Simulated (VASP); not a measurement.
# BN (Fm-3m) in VASP: a series of runs, part 2 of 2

VASP 6.6.1. Earlier steps stand in the parts before.

### 4 Single point, r2SCAN (volume changed by -3%)

Contents of POSCAR:

```
BN
1.0
    0.0000000000      1.7281901401      1.7281901401
    1.7281901401      0.0000000000      1.7281901401
    1.7281901401      1.7281901401      0.0000000000
B N
1 1
Direct
    0.0000000000      0.0000000000      0.0000000000
    0.5000000000      0.5000000000      0.5000000000
```

Contents of INCAR.step1:

```
SYSTEM = BN
PREC = Accurate ; ENCUT = 520
ISMEAR = 0 ; SIGMA = 0.01
LREAL = .FALSE. ; LASPH = .TRUE.
NELM = 80 ; NBANDS = 11
GGA = PE ; ALGO = Normal
EDIFF = 1E-4 ; LWAVE = .TRUE.
LCHARG = .FALSE.
```

Contents of INCAR.step2:

```
SYSTEM = BN
PREC = Accurate ; ENCUT = 520
EDIFF = 1E-7 ; ISMEAR = 0
SIGMA = 0.01 ; LREAL = .FALSE.
LASPH = .TRUE. ; NELM = 80
ALGO = Normal ; ISIF = 2
LWAVE = .FALSE. ; LCHARG = .FALSE.
METAGGA = R2SCAN ; LMIXTAU = .TRUE.
NBANDS = 11 ; ISTART = 1
```

Contents of KPOINTS:

```
Automatic mesh
0
G
  10 10 10
  0 0 0
```

Potentials or basis: VASP PAW PBE potentials, release 64 (B, N).

Run with:

```
$ cat potpaw_PBE.64/B/POTCAR potpaw_PBE.64/N/POTCAR > POTCAR
$ cp INCAR.step1 INCAR
$ mpirun -np 1 vasp_std > vasp.out
$ cp INCAR.step2 INCAR
$ mpirun -np 1 vasp_std > vasp.out
```

OUTCAR:

```text
SYSTEM = BN
   PREC = Accurate
   ENCUT = 520
   EDIFF = 1E-7
   ISMEAR = 0
   LREAL = .FALSE.
   LASPH = .TRUE.
   NELM = 80
   ISIF = 2
   METAGGA = R2SCAN
   ISTART = 1

 ion  position               nearest neighbor table
   1  0.000  0.000  0.000-   2 1.73   2 1.73   2 1.73   2 1.73   2 1.73   2 1.73
   2  0.500  0.500  0.500-   1 1.73   1 1.73   1 1.73   1 1.73   1 1.73   1 1.73

  LATTYP: Found a face centered cubic cell.
 ALAT       =     3.4563802802

  Lattice vectors:

 A1 = (   0.0000000000,   1.7281901401,   1.7281901401)
 A2 = (   1.7281901401,   0.0000000000,   1.7281901401)
 A3 = (   1.7281901401,   1.7281901401,   0.0000000000)

Analysis of symmetry for initial positions (statically):
=====================================================================
 Subroutine PRICEL returns:
 Original cell was already a primitive cell.

 Routine SETGRP: Setting up the symmetry group for a
 face centered cubic supercell.

 Subroutine GETGRP returns: Found 48 space group operations
 (whereof 48 operations were pure point group operations)
 out of a pool of 48 trial point group operations.

The static configuration has the point symmetry O_h .

Analysis of symmetry for dynamics (positions and initial velocities):
=====================================================================
 Subroutine PRICEL returns:
 Original cell was already a primitive cell.

 Routine SETGRP: Setting up the symmetry group for a
 face centered cubic supercell.

 Subroutine GETGRP returns: Found 48 space group operations
 (whereof 48 operations were pure point group operations)
 out of a pool of 48 trial point group operations.

The dynamic configuration has the point symmetry O_h .

 Subroutine INISYM returns: Found 48 space group operations
 (whereof 48 operations are pure point group operations),
 and found     1 'primitive' translations

----------------------------------------------------------------------------------------

                                     Primitive cell

[... 118 lines left out ...]
   IVDW    =     0    specifies the selected vdW correction
   LEPSILON=     F    determine dielectric tensor
   LRPA    =     F    only Hartree local field effects (RPA)
 non-spin polarized calculation
 Gauss-broadening in eV      SIGMA  =   0.01
  energy-cutoff  :      520.00
  volume of cell :       10.32
 maximum number of plane-waves:       291
   NGX =  9   NGY =  9   NGZ =  9

 number of electron       7.9999997 magnetization

 Free energy of the ion-electron system (eV)
  ---------------------------------------------------
  ext. energy  EPLUGINS =         0.00000000
  ---------------------------------------------------
  free energy    TOTEN  =       -15.41465869 eV

  energy without entropy =      -15.41465869  energy(sigma->0) =      -15.41465869

 E-fermi :  10.7552     XC(G=0): -14.8721

 val. band max:       10.6744943109   @ k =  -0.2000   0.1000   0.0000
 cond. band min:      12.3916378267   @ k =   0.5000   0.5000   0.0000
 fundamental gap:      1.7171435158
 Fermi energy:        10.7551561416

 k-point     1 :       0.0000    0.0000    0.0000
  band No.  band energies     occupation
      1     -13.3369      2.00000
      2       9.8764      2.00000
      3       9.8764      2.00000
      4       9.8764      2.00000
      5      21.3194      0.00000
      6      24.3029      0.00000
      7      24.3029      0.00000
      8      24.3029      0.00000
      9      30.3766      0.00000
     10      30.3766      0.00000
     11      30.3766      0.00000
[... 309 lines left out ...]
 k-point    24 :       0.4000    0.3000    0.0000
  band No.  band energies     occupation
      1      -8.3596      2.00000
      2       2.5012      2.00000
      3       5.1235      2.00000
      4       5.7619      2.00000
      5      13.7384      0.00000
      6      22.3288      0.00000
      7      25.3617      0.00000
      8      25.8823      0.00000
      9      27.3606      0.00000
     10      45.5294      0.00000
     11      45.7447      0.00000

 [... further k-points ...]

------------------------ aborting loop because EDIFF is reached ----------------------------------------

  FORCE on cell =-STRESS in cart. coord.  units (eV):
  Direction    XX          YY          ZZ          XY          YZ          ZX
  --------------------------------------------------------------------------------------
  -------------------------------------------------------------------------------------
  Total        0.8645730      0.8645730      0.8645730      0.0000000      0.0000000     -0.0000000
  in kB      134.1861452    134.1861452    134.1861452      0.0000000      0.0000000     -0.0000000
  external PRESSURE =     134.1861452 kB  Pullay stress =       0.0000000 kB

 VOLUME and BASIS-vectors are now :
 -----------------------------------------------------------------------------
  energy-cutoff  :      520.00
  volume of cell :       10.32
      direct lattice vectors                 reciprocal lattice vectors
     0.000000000  1.728190140  1.728190140    -0.289320017  0.289320017  0.289320017
     1.728190140  0.000000000  1.728190140     0.289320017 -0.289320017  0.289320017
     1.728190140  1.728190140  0.000000000     0.289320017  0.289320017 -0.289320017

 POSITION                                       TOTAL-FORCE (eV/Angst)
 -----------------------------------------------------------------------------------
      0.00000      0.00000      0.00000         0.000000     -0.000000      0.000000
      1.72819      1.72819      1.72819        -0.000000      0.000000     -0.000000
 -----------------------------------------------------------------------------------
    total drift:                               -0.000000     -0.000000     -0.000000

  FREE ENERGIE OF THE ION-ELECTRON SYSTEM (eV)
  ---------------------------------------------------
  free  energy   TOTEN  =       -15.4146586898 eV

  energy  without entropy=      -15.4146586898  energy(sigma->0) =      -15.41465869
```

OSZICAR.step1:

```text
N       E                     dE             d eps       ncg     rms          rms(c)
DAV:   1     0.144403531294E+02    0.14440E+02   -0.51826E+03  1045   0.735E+02
DAV:   2    -0.142066650918E+02   -0.28647E+02   -0.26426E+02  1201   0.165E+02
DAV:   3    -0.147584889759E+02   -0.55182E+00   -0.55099E+00  1232   0.193E+01
DAV:   4    -0.147590211451E+02   -0.53217E-03   -0.53216E-03  1133   0.614E-01
DAV:   5    -0.147590213833E+02   -0.23819E-06   -0.23821E-06  1136   0.137E-02    0.641E+00
DAV:   6    -0.139151981723E+02    0.84382E+00   -0.40657E+00  1106   0.106E+01    0.247E+00
DAV:   7    -0.139193585381E+02   -0.41604E-02   -0.85174E-02  1136   0.243E+00    0.162E+00
DAV:   8    -0.139233493603E+02   -0.39908E-02   -0.73277E-03  1091   0.649E-01    0.291E-01
DAV:   9    -0.139231092722E+02    0.24009E-03   -0.10296E-03  1124   0.173E-01    0.783E-02
DAV:  10    -0.139231152904E+02   -0.60182E-05   -0.32271E-05   562   0.456E-02
   1 F= -.13923115E+02 E0= -.13923115E+02  d E =0.000000E+00
```

Wall time 18 s (1 thread of Intel Xeon Platinum 8488C (Sapphire Rapids), shared host); peak memory 0.11 GiB.

Results:

| Quantity | Value |
| --- | --- |
| Free energy | -15.4147 eV |
| Pressure | 13.4 GPa |
| Band gap on the k mesh | 1.72 eV, indirect (least direct gap 6.63 eV) |

Caveat: the PAW data sets were made with another functional, which shifts forces and pressure a little. A k mesh can miss the band edges.

### 5 Single point, r2SCAN

Contents of POSCAR:

```
BN
1.0
    0.0000000000      1.7458259515      1.7458259515
    1.7458259515      0.0000000000      1.7458259515
    1.7458259515      1.7458259515      0.0000000000
B N
1 1
Direct
    0.0000000000      0.0000000000      0.0000000000
    0.5000000000      0.5000000000      0.5000000000
```

Contents of INCAR.step1:

```
SYSTEM = BN
PREC     = Accurate       ! precision mode
ENCUT    = 520            ! plane-wave cutoff, eV
ISMEAR   = 0              ! smearing method
SIGMA    = 0.01           ! smearing width, eV
LREAL    = .False.        ! projectors in reciprocal space
LASPH    = .True.         ! aspherical terms in the spheres
NELM     = 100            ! most SCF steps
NBANDS   = 11             ! bands
GGA      = PE             ! functional
ALGO     = Normal         ! electronic algorithm
EDIFF    = 1E-4           ! SCF threshold, eV
LWAVE    = .True.         ! write WAVECAR
LCHARG   = .False.        ! write CHGCAR
```

Contents of INCAR.step2:

```
SYSTEM = BN
PREC     = Accurate       ! precision mode
ENCUT    = 520            ! plane-wave cutoff, eV
EDIFF    = 1E-7           ! SCF threshold, eV
ISMEAR   = 0              ! smearing method
SIGMA    = 0.01           ! smearing width, eV
LREAL    = .False.        ! projectors in reciprocal space
LASPH    = .True.         ! aspherical terms in the spheres
NELM     = 100            ! most SCF steps
ALGO     = Normal         ! electronic algorithm
ISIF     = 2              ! what is computed and relaxed
LWAVE    = .False.        ! write WAVECAR
LCHARG   = .False.        ! write CHGCAR
METAGGA  = R2SCAN         ! meta-GGA
LMIXTAU  = .True.       
NBANDS   = 11             ! bands
ISTART   = 1
```

Contents of KPOINTS:

```
Automatic mesh
0
Gamma
  10 10 10
  0 0 0
```

Potentials or basis: VASP PAW PBE potentials, release 64 (B, N).

Run with:

```
$ cat potpaw_PBE.64/B/POTCAR potpaw_PBE.64/N/POTCAR > POTCAR
$ cp INCAR.step1 INCAR
$ mpirun -np 1 vasp_std > vasp.out
$ cp INCAR.step2 INCAR
$ mpirun -np 1 vasp_std > vasp.out
```

OUTCAR:

```text
SYSTEM = BN
   PREC = Accurate
   ENCUT = 520
   EDIFF = 1E-7
   ISMEAR = 0
   LREAL = .False.
   LASPH = .True.
   NELM = 100
   ISIF = 2
   METAGGA = R2SCAN
   ISTART = 1

 ion  position               nearest neighbor table
   1  0.000  0.000  0.000-   2 1.75   2 1.75   2 1.75   2 1.75   2 1.75   2 1.75
   2  0.500  0.500  0.500-   1 1.75   1 1.75   1 1.75   1 1.75   1 1.75   1 1.75

  LATTYP: Found a face centered cubic cell.
 ALAT       =     3.4916519030

  Lattice vectors:

 A1 = (   0.0000000000,   1.7458259515,   1.7458259515)
 A2 = (   1.7458259515,   0.0000000000,   1.7458259515)
 A3 = (   1.7458259515,   1.7458259515,   0.0000000000)

Analysis of symmetry for initial positions (statically):
=====================================================================
 Subroutine PRICEL returns:
 Original cell was already a primitive cell.

 Routine SETGRP: Setting up the symmetry group for a
 face centered cubic supercell.

 Subroutine GETGRP returns: Found 48 space group operations
 (whereof 48 operations were pure point group operations)
 out of a pool of 48 trial point group operations.

The static configuration has the point symmetry O_h .

Analysis of symmetry for dynamics (positions and initial velocities):
=====================================================================
 Subroutine PRICEL returns:
 Original cell was already a primitive cell.

 Routine SETGRP: Setting up the symmetry group for a
 face centered cubic supercell.

 Subroutine GETGRP returns: Found 48 space group operations
 (whereof 48 operations were pure point group operations)
 out of a pool of 48 trial point group operations.

The dynamic configuration has the point symmetry O_h .

 Subroutine INISYM returns: Found 48 space group operations
 (whereof 48 operations are pure point group operations),
 and found     1 'primitive' translations

----------------------------------------------------------------------------------------

                                     Primitive cell

  volume of cell :      10.6422

  direct lattice vectors                    reciprocal lattice vectors
     0.000000000  1.745825952  1.745825952    -0.286397392  0.286397392  0.286397392
     1.745825952  0.000000000  1.745825952     0.286397392 -0.286397392  0.286397392
     1.745825952  1.745825952  0.000000000     0.286397392  0.286397392 -0.286397392

  length of vectors
     2.468970738  2.468970738  2.468970738     0.496054835  0.496054835  0.496054835

  position of ions in fractional coordinates (direct lattice)
     0.000000000  0.000000000  0.000000000
     0.500000000  0.500000000  0.500000000

  ion indices of the primitive-cell ions
   primitive index   ion index
                 1           1
                 2           2

----------------------------------------------------------------------------------------

 KPOINTS: Automatic mesh

Automatic generation of k-mesh.
 Grid dimensions read from file:
 generate k-points for:   10   10   10

 Generating k-lattice:

  Cartesian coordinates                     Fractional coordinates (reciprocal lattice)
    -0.028639739  0.028639739  0.028639739     0.100000000  0.000000000  0.000000000
     0.028639739 -0.028639739  0.028639739     0.000000000  0.100000000  0.000000000
[... 39 lines left out ...]
 [... further k-points ...]
   k-points           NKPTS =     47   k-points in BZ     NKDIM =     47   number of bands    NBANDS=     11
   number of dos      NEDOS =    301   number of ions     NIONS =      2
   total plane-waves  NPLWV =   5832
   dimension x,y,z NGX =    18 NGY =   18 NGZ =   18
   dimension x,y,z NGXF=    36 NGYF=   36 NGZF=   36
   ions per type =               1   1
   NGX,Y,Z   is equivalent  to a cutoff of  12.12, 12.12, 12.12 a.u.
   NGXF,Y,Z  is equivalent  to a cutoff of  24.24, 24.24, 24.24 a.u.
 SYSTEM =  BN
   PREC   = accura    normal or accurate (medium, high low for compatibility)
   ISTART =      1    job   : 0-new  1-cont  2-samecut
   ICHARG =      0    charge: 1-file 2-atom 10-const
   ISPIN  =      1    spin polarized calculation?
   LNONCOLLINEAR =      F non collinear calculations
   LSORBIT =      F    spin-orbit coupling
   LASPH  =      T    aspherical Exc in radial PAW
   ENCUT  =  520.0 eV  38.22 Ry    6.18 a.u.   4.59  4.59  4.59*2*pi/ulx,y,z
   NELM   =    100;   NELMIN=  2; NELMDL=  0     # of ELM steps
   EDIFF  = 0.1E-06   stopping-criterion for ELM
   LREAL  =      F    real-space projection
   EDIFFG = 0.1E-05   stopping-criterion for IOM
   NSW    =      0    number of steps for IOM
   IBRION =     -1    ionic relax: 0-MD 1-quasi-New 2-CG
   NFREE  =      0    steps in history (QN), initial steepest desc. (CG)
   ISIF   =      2    stress and relaxation
   ISYM   =      2    0-nonsym 1-usesym 2-fastsym
   POTIM  = 0.5000    time-step for ionic-motion
   TEBEG  =    0.0;   TEEND  =   0.0 temperature during run
   PSTRESS=    0.0 pullay stress
   NELECT =       8.0000    total number of electrons
   NUPDOWN=      -1.0000    fix difference up-down
   EMIN   =  10.00;   EMAX   =-10.00  energy-range for DOS
   EFERMI =   0.00;   METHOD = LEGACY
   ISMEAR =     0;   SIGMA  =   0.01  broadening in eV -4-tet -1-fermi 0-gaus
   EFERMI_NEDOS =   21; number of points for ismear=-14 and -15
   IALGO  =     38    algorithm
   IMIX   =      4    mixing-type and parameters
     AMIX     =   0.40;   BMIX     =  1.00
     AMIX_MAG =   1.60;   BMIX_MAG =  1.00
  volume/ion in A,a.u.               =       5.32        35.91
  Fermi-wavevector in a.u.,A,eV,Ry     =   1.488540  2.812933 30.147133  2.215752
  Thomas-Fermi vector in A             =   2.601562
   LORBIT       =      0    0 simple, 1 ext, 2 COOP (PROOUT), +10 PAW based schemes
   METAGGA = R2SCAN    functional components
   LHFCALC =     F    Hartree Fock is set to
   AEXX    =    0.0000 exact exchange contribution
   IVDW    =     0    specifies the selected vdW correction
   LEPSILON=     F    determine dielectric tensor
   LRPA    =     F    only Hartree local field effects (RPA)
 non-spin polarized calculation
 Gauss-broadening in eV      SIGMA  =   0.01
  energy-cutoff  :      520.00
  volume of cell :       10.64
 maximum number of plane-waves:       302
   NGX =  9   NGY =  9   NGZ =  9

 number of electron       7.9999998 magnetization

 Free energy of the ion-electron system (eV)
  ---------------------------------------------------
  ext. energy  EPLUGINS =         0.00000000
  ---------------------------------------------------
  free energy    TOTEN  =       -15.42930293 eV

  energy without entropy =      -15.42930293  energy(sigma->0) =      -15.42930293

 E-fermi :  10.3354     XC(G=0): -14.7030

 val. band max:       10.2343628808   @ k =  -0.2000   0.1000   0.0000
 cond. band min:      11.7063735315   @ k =   0.5000   0.5000   0.0000
 fundamental gap:      1.4720106507
 Fermi energy:        10.3353731934

 k-point     1 :       0.0000    0.0000    0.0000
  band No.  band energies     occupation
      1     -13.3428      2.00000
      2       9.4510      2.00000
      3       9.4510      2.00000
      4       9.4510      2.00000
      5      20.1945      0.00000
      6      23.5296      0.00000
      7      23.5296      0.00000
      8      23.5296      0.00000
      9      29.7679      0.00000
     10      29.7679      0.00000
     11      29.7679      0.00000
[... 309 lines left out ...]
 k-point    24 :       0.4000    0.3000    0.0000
  band No.  band energies     occupation
      1      -8.4860      2.00000
      2       2.2084      2.00000
      3       4.8407      2.00000
      4       5.4702      2.00000
      5      13.1006      0.00000
      6      21.8563      0.00000
      7      24.5480      0.00000
      8      25.0322      0.00000
      9      26.4008      0.00000
     10      44.4389      0.00000
     11      44.7654      0.00000

 [... further k-points ...]

------------------------ aborting loop because EDIFF is reached ----------------------------------------

  FORCE on cell =-STRESS in cart. coord.  units (eV):
  Direction    XX          YY          ZZ          XY          YZ          ZX
  --------------------------------------------------------------------------------------
  -------------------------------------------------------------------------------------
  Total        0.0312380      0.0312380      0.0312380      0.0000000      0.0000000      0.0000000
  in kB        4.7028469      4.7028469      4.7028469      0.0000000      0.0000000      0.0000000
  external PRESSURE =       4.7028469 kB  Pullay stress =       0.0000000 kB

 VOLUME and BASIS-vectors are now :
 -----------------------------------------------------------------------------
  energy-cutoff  :      520.00
  volume of cell :       10.64
      direct lattice vectors                 reciprocal lattice vectors
     0.000000000  1.745825952  1.745825952    -0.286397392  0.286397392  0.286397392
     1.745825952  0.000000000  1.745825952     0.286397392 -0.286397392  0.286397392
     1.745825952  1.745825952  0.000000000     0.286397392  0.286397392 -0.286397392

 POSITION                                       TOTAL-FORCE (eV/Angst)
 -----------------------------------------------------------------------------------
      0.00000      0.00000      0.00000        -0.000000     -0.000000      0.000000
      1.74583      1.74583      1.74583         0.000000      0.000000      0.000000
 -----------------------------------------------------------------------------------
    total drift:                               -0.000000     -0.000000     -0.000000

  FREE ENERGIE OF THE ION-ELECTRON SYSTEM (eV)
  ---------------------------------------------------
  free  energy   TOTEN  =       -15.4293029330 eV

  energy  without entropy=      -15.4293029330  energy(sigma->0) =      -15.42930293
```

Wall time 18 s (1 thread of Intel Xeon Platinum 8488C (Sapphire Rapids), shared host); peak memory 0.11 GiB.

What came out:

* Free energy: -15.4293 eV
* Pressure: 0.5 GPa
* Band gap on the k mesh: 1.47 eV, indirect (least direct gap 6.51 eV)

Caveat: the PAW data sets were made with another functional, which shifts forces and pressure a little. A k mesh can miss the band edges.

### 6 Overview

```tsv
level	cell	k mesh	gap on the mesh (eV)	pressure (GPa)
PBE	a = 2.469 Å, angles 60.0°, 2 atoms	12 × 12 × 12	1.20	3.9
r2SCAN	a = 2.419 Å, angles 60.0°, 2 atoms	10 × 10 × 10	1.98	28.4
r2SCAN	a = 2.444 Å, angles 60.0°, 2 atoms	10 × 10 × 10	1.72	13.4
r2SCAN	a = 2.469 Å, angles 60.0°, 2 atoms	10 × 10 × 10	1.47	0.5
```

Alike in all rows: task single point; potentials or basis VASP PAW PBE potentials, release 64 (B, N); no spin polarisation; cutoff (eV) 520; smearing gaussian 0.01 eV.

Caveats: the PAW data sets were made with another functional, which shifts forces and pressure a little (some runs).

Total energies depend on the potentials used, so only differences within one code and one set of settings carry meaning.
